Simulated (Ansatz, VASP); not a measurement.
## CuO: VASP beside Ansatz

Contents of INCAR:

```
SYSTEM = CuO
PREC = Accurate
ENCUT = 520
EDIFF = 1E-7
ISMEAR = -1
SIGMA = 0.05
LREAL = .False.
LASPH = .True.
NELM = 60
ALGO = Normal
ISIF = 2
LWAVE = .False.
LCHARG = .False.
NBANDS = 25
```

File KPOINTS:

```
regular mesh
0
Gamma
  10 10 5
  0 0 0
```

POSCAR

```
CuO
1.0
    2.3877802882     -1.7448634230      0.0000000000
    2.3877802882      1.7448634230      0.0000000000
   -0.8666988638      0.0000000000      5.1570684890
Cu O
2 2
Direct
    0.5000000000      0.0000000000      0.5000000000
    0.0000000000      0.5000000000      0.0000000000
    0.4184000000      0.5816000000      0.7500000000
    0.5816000000      0.4184000000      0.2500000000
```

input.yaml

```yaml
crystal:
  lattice:
    - [2.3877802882, -1.744863423, 0.0]
    - [2.3877802882, 1.744863423, 0.0]
    - [-0.8666988638, 0.0, 5.157068489]
  atoms:
    - { symbol: Cu, position: [0.5, 0.0, 0.5] }
    - { symbol: Cu, position: [0.0, 0.5, 0.0] }
    - { symbol: O, position: [0.4184, 0.5816, 0.75] }
    - { symbol: O, position: [0.5816, 0.4184, 0.25] }
kpoints:
  mp_grid: { grid: [10, 10, 5] }
scf:
  occupations: { method: fermi_dirac, width: 0.05 }
hamiltonian:
  xc: lda
  pseudopotentials: { kind: all_electron, lapw: { basis_error: 0.002 } }
output:
  forces: true
  stress: true
  eigenvalues: true
```

Change from the starting cell: volume scaled by 1.06.

Alike in both runs: task single point; functional LDA; k mesh 10 × 10 × 5; occupations fermi-dirac, width 0.05 eV; no spin polarisation.

|  | VASP | Ansatz |
| --- | --- | --- |
| version | VASP 6.6.1 | Ansatz 0.2.0 |
| potentials or method | VASP PAW LDA potentials, release 64 (Cu, O), cutoff 520 eV | all-electron LAPW, scalar-relativistic |

VASP gave:

| Property | Result |
| --- | --- |
| gap on the k mesh at the Fermi level (eV) | none |
| pressure (GPa) | -17.1 |
| traceless stress, the component that is largest in VASP (GPa) | 5.43 |
| rms of the force components (eV/Å) | 0.239 |

Which values does Ansatz return?

gap on the k mesh at the Fermi level (eV): none; pressure (GPa): -17.7; traceless stress, the component that is largest in VASP (GPa): 5.71; rms of the force components (eV/Å): 0.253.

LDA's correlation is that of Perdew and Zunger in VASP and of Perdew and Wang (1992) in Ansatz. Atom by atom the forces differ by 0.014 eV/Å (rms over components). A gap of «none» marks a metal or a gap that the smearing closes. Ansatz ran all-electron here, and VASP with PAW potentials.
